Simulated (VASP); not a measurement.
Wanted: the native input for a VASP 6.6.1 run.

- Task: single point
- Functional: LDA
- Potentials or basis: VASP PAW LDA potentials, release 64 (V_sv)
- Cutoff: 520 eV
- k mesh: 18 × 18 × 10
- Occupations: fermi-dirac, width 0.08 eV
- Spin: no spin polarisation
- Dipole correction: no
- Further INCAR settings: ALGO = Normal; EDIFF = 1e-06; NBANDS = 20

The structure of V lies in POSCAR:

```
V
1.0
    2.2233973548      0.0000000000      0.0000000000
   -1.1116986774      1.9255185919      0.0000000000
    0.0000000000      0.0000000000      4.0971677668
V
2
Direct
    0.3333333333      0.6666666667      0.2500000000
    0.6666666667      0.3333333333      0.7500000000
```

One way to write it, as run:

INCAR

```
PREC = Accurate
ENCUT = 520
EDIFF = 1E-6
ISMEAR = -1
SIGMA = 0.08
LREAL = False
LASPH = True
NELM = 80
ALGO = Normal
ISIF = 2
LWAVE = False
LCHARG = False
GGA = CA
NBANDS = 20
```

KPOINTS

```
Automatic mesh
0
Gamma
  18 18 10
```

Potentials or basis: VASP PAW LDA potentials, release 64 (V_sv).

Command:

```console
$ cat potpaw_LDA.64/V_sv/POTCAR > POTCAR
$ mpirun -np 1 vasp_std > vasp.out
```

Results of the run:

```json
{"Pressure": "156.1 GPa", "Band gap on the k mesh": "zero (band 13 reaches 19.08 eV, above the bottom of band 14 at 15.30 eV)"}
```

It took 66 s on 1 thread of Intel(R) Xeon(R) Platinum 8488C (Sapphire Rapids), on a shared host, peak memory 0.17 GiB.
